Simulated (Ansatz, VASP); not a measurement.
## AlN: VASP beside Ansatz

```
Al N
1.0
     3.35776    0.00000    0.00000
    -1.67888    2.90790    0.00000
     0.00000    0.00000    4.20320
Al N
2 2
Direct
  0.33333 0.66667 0.75000
  0.66667 0.33333 0.25000
  0.33333 0.66667 0.25000
  0.66667 0.33333 0.75000
```

Change from the starting cell: mode 4 frozen in at +0.000 Å, equal normal strain along x, y and z +0.0250.

Alike in both runs: task single point; functional LDA; k mesh 9 × 9 × 6; occupations gaussian, width 0.05 eV; no spin polarisation.

```csv
,VASP,Ansatz
version,VASP 6.6.1,Ansatz 0.2.0
potentials or method,"VASP PAW LDA potentials, release 64 (Al, N), cutoff 520 eV","scalar-relativistic, plane waves, PAW"
valence electrons in the cell,16,16
```

```tsv
	VASP	Ansatz	Ansatz less VASP
gap on the k mesh at the Fermi level (eV)	3.08	3.07	-0.008
least direct gap on the mesh (eV)	3.08	3.07	-0.008
pressure (GPa)	-14.1	-14.5	-0.45
traceless stress, the component that is largest in VASP (GPa)	1.41	1.54	+0.129
```

Ansatz warns that its potentials were made for another functional, while VASP's fit it. LDA's correlation is that of Perdew and Zunger in VASP and of Perdew and Wang (1992) in Ansatz.
